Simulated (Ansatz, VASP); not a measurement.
Two plane-wave programs on Ge

```
CELL_PARAMETERS angstrom
3.76391 0.00000 0.00000
-1.88196 3.67577 0.00000
0.00000 0.00000 13.14505
ATOMIC_POSITIONS crystal
Ge 0.00000 0.00000 0.40681
Ge 0.00000 0.00000 0.59319
Ge 0.00000 0.00000 0.90681
Ge 0.00000 0.00000 0.09319
Ge 0.33333 0.66667 0.34414
Ge 0.66667 0.33333 0.65586
Ge 0.66667 0.33333 0.84414
Ge 0.33333 0.66667 0.15586
```

Change from the starting cell: strain -0.0600 x Voigt [1, -1, 0, 0, 0, 0], atoms carried along.

Alike in both runs: task single point; functional PBEsol; k mesh 12 × 12 × 4; occupations gaussian, width 0.15 eV; no spin polarisation.

|  | VASP | Ansatz |
| --- | --- | --- |
| version | VASP 6.6.1 | Ansatz 0.2.0 |
| potentials or method | VASP PAW PBE potentials, release 64 (Ge_d), cutoff 520 eV | scalar-relativistic, plane waves, PAW |
| valence electrons in the cell | 112 | 112 |

Ansatz gave:

- gap on the k mesh at the Fermi level (eV): none
- pressure (GPa): 1.1
- traceless stress, the component that is largest in VASP (GPa): 8.20
- rms of the force components (eV/Å): 0.424

Which values does VASP return?

gap on the k mesh at the Fermi level (eV): none; pressure (GPa): 1.1; traceless stress, the component that is largest in VASP (GPa): 8.21; rms of the force components (eV/Å): 0.420.

VASP's potentials were made for PBE, not for PBEsol. Atom by atom the forces differ by 0.004 eV/Å (rms over components). A gap of «none» marks a metal or a gap that the smearing closes.
